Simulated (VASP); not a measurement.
Set up this calculation in VASP 6.6.1, as the native input.

| Property | Result |
| --- | --- |
| Task | single point |
| Functional | PBE |
| Potentials or basis | VASP PAW PBE potentials, release 64 (Ta_pv, Sn_d) |
| Cutoff | 520 eV |
| k mesh | 6 × 6 × 6 |
| Occupations | gaussian, width 0.1 eV |
| Spin | no spin polarisation |
| Dipole correction | no |
| Further INCAR settings | ALGO = Fast; EDIFF = 1e-06; NBANDS = 25 |

The structure of Ta2Sn lies in POSCAR:

```
Ta2Sn
1.0
   -1.7809742153      1.7809742153      4.5521233298
    1.7809742153     -1.7809742153      4.5521233298
    1.7809742153      1.7809742153     -4.5521233298
Ta Sn
2 1
Direct
    0.6730984040      0.6730984040      0.0000000000
    0.3269015960      0.3269015960      0.0000000000
    0.0000000000      0.0000000000      0.0000000000
```

These files were run (other wordings do the same):

INCAR

```
  ALGO = Fast
  EDIFF = 1E-6
  ENCUT = 520
  GGA = PE
  ISIF = 2
  ISMEAR = 0
  LASPH = True
  LCHARG = False
  LREAL = False
  LWAVE = False
  NBANDS = 25
  NELM = 60
  PREC = Accurate
  SIGMA = 0.1
```

KPOINTS

```
k-points
0
Gamma
  6 6 6
```

Potentials or basis: VASP PAW PBE potentials, release 64 (Ta_pv, Sn_d).

Launch:

```sh
$ cat potpaw_PBE.64/Ta_pv/POTCAR potpaw_PBE.64/Sn_d/POTCAR > POTCAR
$ mpirun -np 1 vasp_std > vasp.out
```

It gave:

* Pressure: 0.4 GPa
* Largest force: 0.018 eV/Å
* Band gap on the k mesh: zero (bands 18 and 19 overlap by 0.82 eV)

Caveat: spin-orbit coupling is left out, which moves the levels of the heavy elements.

It took 93 s on 1 thread of Intel(R) Xeon(R) Platinum 8259CL CPU @ 2.50GHz (Skylake/Cascade Lake) (shared host), peak memory 0.26 GiB.
